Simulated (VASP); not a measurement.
# Mo (Cmcm) in VASP: notebook

The runs below take Mo through single point, with PBE.

Everything below comes from runs of VASP 6.6.1. Logs are shortened: lines on timing, memory, paths and dates and some standing lists are left out, and cuts for length are marked.

## 1. The cell of the first run

Symmetry: Cmcm, No. 63, orthorhombic system. The conventional cell has a = 4.470 Å, b = 3.160 Å, c = 4.470 Å, α = 90.00°, β = 90.00°, γ = 90.00°. Within 3.3 Å of Mo (site symmetry m2m) lie 14 Mo at 2.47 to 3.20 Å.

## 2. Single point, PBE (mode 4 (132.6 1/cm) frozen in, largest displacement +0.263 Å)

Input file INCAR:

```
  ALGO = Fast
  EDIFF = 1E-7
  ENCUT = 520
  GGA = PE
  ISIF = 2
  ISMEAR = 0
  LASPH = T
  LCHARG = F
  LREAL = F
  LWAVE = F
  NBANDS = 21
  NELM = 80
  PREC = Accurate
  SIGMA = 0.15
```

Input file KPOINTS:

```
k-points
0
Gamma
  24 24 14
```

Input file POSCAR:

```
Mo
1.0
   -1.5802194352      1.5802194352      1.5802194352
    1.5802194352     -1.5802194352      1.5802194352
    3.1604388703      3.1604388703      0.0000000000
Mo
2
Direct
    0.0830580849      0.0830580849      0.0000000000
    0.4169419151      0.4169419151      0.5000000000
```

Potentials or basis: VASP PAW PBE potentials, release 64 (Mo_sv).

On the command line:

```bash
> cat potpaw_PBE.64/Mo_sv/POTCAR > POTCAR
> mpirun -np 1 vasp_std > vasp.out
```

OUTCAR:

```text
EDIFF = 1E-7
   ENCUT = 520
   GGA = PE
   ISIF = 2
   ISMEAR = 0
   LASPH = T
   LREAL = F
   NELM = 80
   PREC = Accurate

 ion  position               nearest neighbor table
   1  0.083  0.083  0.000-   2 2.47   2 2.47   2 3.07   2 3.07   2 3.20   2 3.20   2 3.20   2 3.20

   2  0.417  0.417  0.500-   1 2.47   1 2.47   1 3.07   1 3.07   1 3.20   1 3.20   1 3.20   1 3.20

  LATTYP: Found a base centered orthorhombic cell.
 ALAT       =     3.1604388704
 B/A-ratio  =     1.4142135624
 C/A-ratio  =     1.4142135623

  Lattice vectors:

 A1 = (  -1.5802194352,   1.5802194352,   1.5802194352)
 A2 = (   1.5802194352,  -1.5802194352,   1.5802194352)
 A3 = (   3.1604388703,   3.1604388703,   0.0000000000)

Analysis of symmetry for initial positions (statically):
=====================================================================
 Subroutine PRICEL returns:
 Original cell was already a primitive cell.

 Routine SETGRP: Setting up the symmetry group for a
 base centered orthorhombic supercell.

 Subroutine GETGRP returns: Found  8 space group operations
 (whereof  4 operations were pure point group operations)
 out of a pool of  8 trial point group operations.

The static configuration has the point symmetry C_2v.
 The point group associated with its full space group is D_2h.

Analysis of symmetry for dynamics (positions and initial velocities):
=====================================================================
 Subroutine PRICEL returns:
 Original cell was already a primitive cell.

 Routine SETGRP: Setting up the symmetry group for a
 base centered orthorhombic supercell.

 Subroutine GETGRP returns: Found  8 space group operations
 (whereof  4 operations were pure point group operations)
 out of a pool of  8 trial point group operations.

The dynamic configuration has the point symmetry C_2v.
 The point group associated with its full space group is D_2h.

 Subroutine INISYM returns: Found  8 space group operations
 (whereof  4 operations are pure point group operations),
 and found     1 'primitive' translations

----------------------------------------------------------------------------------------

                                     Primitive cell

  volume of cell :      31.5676

  direct lattice vectors                    reciprocal lattice vectors
    -1.580219435  1.580219435  1.580219435    -0.158205876  0.158205876  0.316411752
[... 77 lines left out ...]
   PREC   = accura    normal or accurate (medium, high low for compatibility)
   ISTART =      0    job   : 0-new  1-cont  2-samecut
   ICHARG =      2    charge: 1-file 2-atom 10-const
   ISPIN  =      1    spin polarized calculation?
   LNONCOLLINEAR =      F non collinear calculations
   LSORBIT =      F    spin-orbit coupling
   LASPH  =      T    aspherical Exc in radial PAW
   ENCUT  =  520.0 eV  38.22 Ry    6.18 a.u.   5.09  5.09  8.31*2*pi/ulx,y,z
   NELM   =     80;   NELMIN=  2; NELMDL= -5     # of ELM steps
   EDIFF  = 0.1E-06   stopping-criterion for ELM
   LREAL  =      F    real-space projection
   EDIFFG = 0.1E-05   stopping-criterion for IOM
   NSW    =      0    number of steps for IOM
   IBRION =     -1    ionic relax: 0-MD 1-quasi-New 2-CG
   NFREE  =      0    steps in history (QN), initial steepest desc. (CG)
   ISIF   =      2    stress and relaxation
   ISYM   =      2    0-nonsym 1-usesym 2-fastsym
   POTIM  = 0.5000    time-step for ionic-motion
   TEBEG  =    0.0;   TEEND  =   0.0 temperature during run
   PSTRESS=    0.0 pullay stress
   NELECT =      28.0000    total number of electrons
   NUPDOWN=      -1.0000    fix difference up-down
   EMIN   =  10.00;   EMAX   =-10.00  energy-range for DOS
   EFERMI =   0.00;   METHOD = LEGACY
   ISMEAR =     0;   SIGMA  =   0.15  broadening in eV -4-tet -1-fermi 0-gaus
   EFERMI_NEDOS =   21; number of points for ismear=-14 and -15
   IALGO  =     68    algorithm
   IMIX   =      4    mixing-type and parameters
     AMIX     =   0.40;   BMIX     =  1.00
     AMIX_MAG =   1.60;   BMIX_MAG =  1.00
  volume/ion in A,a.u.               =      15.78       106.51
  Fermi-wavevector in a.u.,A,eV,Ry     =   1.572945  2.972434 33.662922  2.474155
  Thomas-Fermi vector in A             =   2.674303
   LORBIT       =      0    0 simple, 1 ext, 2 COOP (PROOUT), +10 PAW based schemes
   GGA     = PE    functional components
   LHFCALC =     F    Hartree Fock is set to
   AEXX    =    0.0000 exact exchange contribution
   IVDW    =     0    specifies the selected vdW correction
   LEPSILON=     F    determine dielectric tensor
   LRPA    =     F    only Hartree local field effects (RPA)
 non-spin polarized calculation
 RMM-DIIS sequential band-by-band and
 Gauss-broadening in eV      SIGMA  =   0.15
  energy-cutoff  :      520.00
  volume of cell :       31.57
 maximum number of plane-waves:       872
   NGX = 11   NGY = 11   NGZ = 17

 number of electron      28.0000005 magnetization

 Free energy of the ion-electron system (eV)
  ---------------------------------------------------
  ext. energy  EPLUGINS =         0.00000000
  ---------------------------------------------------
  free energy    TOTEN  =       -21.24554181 eV

  energy without entropy =      -21.22847932  energy(sigma->0) =      -21.23701056

 E-fermi :  12.3185     XC(G=0): -13.2841

 val. band max:       12.3171348766   @ k =   0.3333   0.1250   0.0000
 cond. band min:      12.3196804988   @ k =  -0.4583   0.3750   0.1429
 fundamental gap:      0.0025456221
 Fermi energy:        12.3185414784

 k-point     1 :       0.0000    0.0000    0.0000
  band No.  band energies     occupation
      1     -48.7975      2.00000
      2     -48.4112      2.00000
      3     -23.7379      2.00000
      4     -22.4122      2.00000
      5     -22.1288      2.00000
      6     -22.1146      2.00000
[... 565 lines left out ...]
     20      19.4101      0.00000
     21      22.8589      0.00000

 [... further k-points ...]
[... 5 lines left out ...]
  --------------------------------------------------------------------------------------
  -------------------------------------------------------------------------------------
  Total        2.1718337      2.1718337      1.3251263      2.1436210     -0.0000000     -0.0000000
  in kB      110.2287702    110.2287702     67.2551706    108.7968677     -0.0000000     -0.0000000
  external PRESSURE =      95.9042370 kB  Pullay stress =       0.0000000 kB

 VOLUME and BASIS-vectors are now :
 -----------------------------------------------------------------------------
  energy-cutoff  :      520.00
  volume of cell :       31.57
      direct lattice vectors                 reciprocal lattice vectors
    -1.580219435  1.580219435  1.580219435    -0.158205876  0.158205876  0.316411752
     1.580219435 -1.580219435  1.580219435     0.158205876 -0.158205876  0.316411752
     3.160438870  3.160438870  0.000000000     0.158205876  0.158205876  0.000000000

 POSITION                                       TOTAL-FORCE (eV/Angst)
 -----------------------------------------------------------------------------------
      0.00000      0.00000      0.26250        -0.000000     -0.000000     -2.299175
      1.58022      1.58022      1.31772         0.000000      0.000000      2.299175
 -----------------------------------------------------------------------------------
    total drift:                               -0.000000     -0.000000      0.000000

  FREE ENERGIE OF THE ION-ELECTRON SYSTEM (eV)
  ---------------------------------------------------
  free  energy   TOTEN  =       -21.2455418052 eV

  energy  without entropy=      -21.2284793246  energy(sigma->0) =      -21.23701056
```

OSZICAR:

```text
N       E                     dE             d eps       ncg     rms          rms(c)
DAV:   1     0.271443277548E+03    0.27144E+03   -0.16905E+04 52760   0.139E+03
DAV:   2    -0.165516993752E+02   -0.28799E+03   -0.27939E+03 59199   0.434E+02
DAV:   3    -0.222880422197E+02   -0.57363E+01   -0.56586E+01 60820   0.623E+01
DAV:   4    -0.223153510482E+02   -0.27309E-01   -0.27297E-01 57840   0.460E+00
DAV:   5    -0.223155423170E+02   -0.19127E-03   -0.19127E-03 61877   0.371E-01    0.210E+01
RMM:   6    -0.213737491957E+02    0.94179E+00   -0.16215E+00 52968   0.986E+00    0.694E+00
RMM:   7    -0.212493571792E+02    0.12439E+00   -0.60200E-01 55121   0.545E+00    0.123E+00
RMM:   8    -0.212459827254E+02    0.33745E-02   -0.38617E-02 58914   0.168E+00    0.424E-01
RMM:   9    -0.212454962877E+02    0.48644E-03   -0.63924E-03 59572   0.645E-01    0.566E-02
RMM:  10    -0.212455455999E+02   -0.49312E-04   -0.11130E-03 62143   0.265E-01    0.599E-02
RMM:  11    -0.212455422959E+02    0.33040E-05   -0.11445E-04 59738   0.939E-02    0.113E-02
RMM:  12    -0.212455415946E+02    0.70123E-06   -0.18444E-05 62311   0.392E-02    0.161E-02
RMM:  13    -0.212455419833E+02   -0.38871E-06   -0.73758E-06 59130   0.229E-02    0.241E-03
RMM:  14    -0.212455418827E+02    0.10060E-06   -0.13063E-06 51686   0.923E-03    0.226E-03
RMM:  15    -0.212455417054E+02    0.17733E-06   -0.28897E-07 38024   0.455E-03    0.356E-04
RMM:  16    -0.212455418266E+02   -0.12119E-06   -0.53426E-08 32152   0.177E-03    0.253E-04
RMM:  17    -0.212455418052E+02    0.21417E-07   -0.86694E-09 23947   0.825E-04
   1 F= -.21245542E+02 E0= -.21237011E+02  d E =-.170625E-01
```

It took 7.9 min on 1 thread of Intel Xeon Platinum 8488C (Sapphire Rapids), shared host; peak memory 0.68 GiB.

Results:

| Quantity | Value |
| --- | --- |
| Free energy | -21.2455 eV |
| Pressure | 9.6 GPa |
| Largest force | 2.299 eV/Å |
| Band gap on the k mesh | zero (band 14 reaches 14.13 eV, above the bottom of band 15 at 11.54 eV) |

Forces in eV/Å, atoms in the order of the input:
```
Mo   0.000  0.000 -2.299
Mo   0.000  0.000  2.299
```

Caveat: the cell differs from its parent crystal (mode 4 (132.6 1/cm) frozen in, largest displacement +0.263 Å); forces of over 1 eV/Å act on the atoms, so gaps and moduli don't describe the material at rest.

## 3. Single point, PBE (mode 4 (132.6 1/cm) frozen in, largest displacement +0.188 Å)

Input file INCAR:

```
PREC = Accurate ; ENCUT = 520
EDIFF = 1E-7 ; ISMEAR = 0
SIGMA = 0.15 ; LREAL = False
LASPH = True ; NELM = 80
ALGO = Fast ; ISIF = 2
LWAVE = False ; LCHARG = True
GGA = PE ; LELF = True
LVHAR = True ; NBANDS = 21
```

Input file KPOINTS:

```
Automatic mesh
0
Gamma
  24 24 14
```

Input file POSCAR:

```
Mo
1.0
   -1.5802194352      1.5802194352      1.5802194352
    1.5802194352     -1.5802194352      1.5802194352
    3.1604388703      3.1604388703      0.0000000000
Mo
2
Direct
    0.0593272035      0.0593272035      0.0000000000
    0.4406727965      0.4406727965      0.5000000000
```

Potentials or basis: VASP PAW PBE potentials, release 64 (Mo_sv).

On the command line:

```bash
> cat potpaw_PBE.64/Mo_sv/POTCAR > POTCAR
> mpirun -np 1 vasp_std > vasp.out
```

Wall time 7.6 min (1 thread of Intel Xeon Platinum 8488C (Sapphire Rapids), shared host); peak memory 0.68 GiB.

It converged, with:

- Free energy: -21.5667 eV
- Pressure: 5.8 GPa
- Largest force: 1.830 eV/Å
- Band gap on the k mesh: zero (band 14 reaches 14.17 eV, above the bottom of band 15 at 11.52 eV)

Forces in eV/Å, atoms in the order of the input:
```
Mo   0.000  0.000 -1.830
Mo   0.000  0.000  1.830
```

Stress tensor (GPa, compression positive):
```
5.71 5.20 0.00
5.20 5.71 0.00
0.00 0.00 5.99
```

Levels at points of the mesh, in eV from the Fermi level:
```tsv
k point	band 11	band 12	band 13	band 14	band 15	band 16	band 17	band 18
(0.00, 0.00, 0.00)	-3.05	-1.61	-1.57	-0.78	1.50	1.76	1.79	1.84
(0.50, 0.00, 0.00)	-3.42	-1.95	-1.72	-1.23	1.04	1.88	2.06	3.08
(0.50, 0.50, 0.00)	-4.98	-2.65	0.78	1.70	2.55	2.64	4.10	4.29
(0.00, 0.00, 0.50)	-2.50	-2.50	-1.79	-1.79	1.12	1.12	2.07	2.07
(0.50, 0.00, 0.50)	-3.39	-3.39	1.38	1.38	2.02	2.02	2.49	2.49
(0.50, 0.50, 0.50)	-3.20	-3.20	-1.29	-1.29	1.89	1.89	4.40	4.40
```

Caveat: the cell differs from its parent crystal (mode 4 (132.6 1/cm) frozen in, largest displacement +0.188 Å); forces of over 1 eV/Å act on the atoms, so gaps and moduli don't describe the material at rest.
